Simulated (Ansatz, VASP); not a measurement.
# AlCo: VASP beside Ansatz

The input INCAR:

```
PREC = Accurate ; ENCUT = 520
EDIFF = 1E-6 ; ISMEAR = 0
SIGMA = 0.15 ; LREAL = F
LASPH = T ; NELM = 150
ALGO = Normal ; ISIF = 2
LWAVE = F ; LCHARG = F
ISPIN = 2 ; MAGMOM = -0.01 0.16
LORBIT = 11 ; LMAXMIX = 4
GGA = PE ; NBANDS = 17
```

The input KPOINTS:

```
regular mesh
0
Gamma
  16 16 16
```

The input POSCAR:

```
AlCo
1.0
    2.5938509532      0.0000000000      0.0000000000
    0.0000000000      2.5938509532      0.0000000000
    0.0000000000      0.0000000000      2.7066270816
Al Co
1 1
Direct
    0.0000000000      0.0000000000      0.0000000000
    0.5000000000      0.5000000000      0.5000000000
```

Input for Ansatz:

```yaml
crystal:
  lattice:
    - [2.5938509532, 0.0, 0.0]
    - [0.0, 2.5938509532, 0.0]
    - [0.0, 0.0, 2.7066270816]
  atoms:
    - { symbol: Al, position: [0.0, 0.0, 0.0], spin: -0.01 }
    - { symbol: Co, position: [0.5, 0.5, 0.5], spin: 0.16 }
basis:
  ecutwfc: 420
kpoints:
  mp_grid: { grid: [16, 16, 16] }
hamiltonian:
  xc: pbe
scf:
  occupations: { method: gaussian, width: 0.15 }
output:
  forces: true
  stress: true
  eigenvalues: true
  populations: true
magnetization:
  spin_polarized: true
```

Change from the starting cell: strain -0.080 along x and y, -0.040 along z, atoms carried along.

Alike in both runs: task single point; functional PBE; k mesh 16 × 16 × 16; occupations gaussian, width 0.15 eV; collinear spin.

```csv
,VASP,Ansatz
version,VASP 6.6.1,Ansatz 0.2.0
potentials or method,"VASP PAW PBE potentials, release 64 (Al, Co), cutoff 520 eV","scalar-relativistic, plane waves, PAW"
valence electrons in the cell,12,20
```

Ansatz gave:

| Quantity | Value |
| --- | --- |
| gap on the k mesh at the Fermi level (eV) | none |
| pressure (GPa) | 72.9 |
| traceless stress, the component that is largest in VASP (GPa) | -8.38 |
| net moment per atom (μB) | 0.00 |

Problem. Which values does VASP return?

Solution. gap on the k mesh at the Fermi level (eV): none; pressure (GPa): 73.0; traceless stress, the component that is largest in VASP (GPa): -8.33; net moment per atom (μB): 0.00.

A gap of «none» marks a metal or a gap that the smearing closes. Both programs put the cell under a high pressure, so it lies far from rest at this level. VASP's potentials hold 12 valence electrons a cell and Ansatz's 20, so a difference there can come from the potentials and not from the codes. Ansatz's warnings: seeded moment not kept.

Noted on VASP's run: the cell as given lies far from equilibrium.
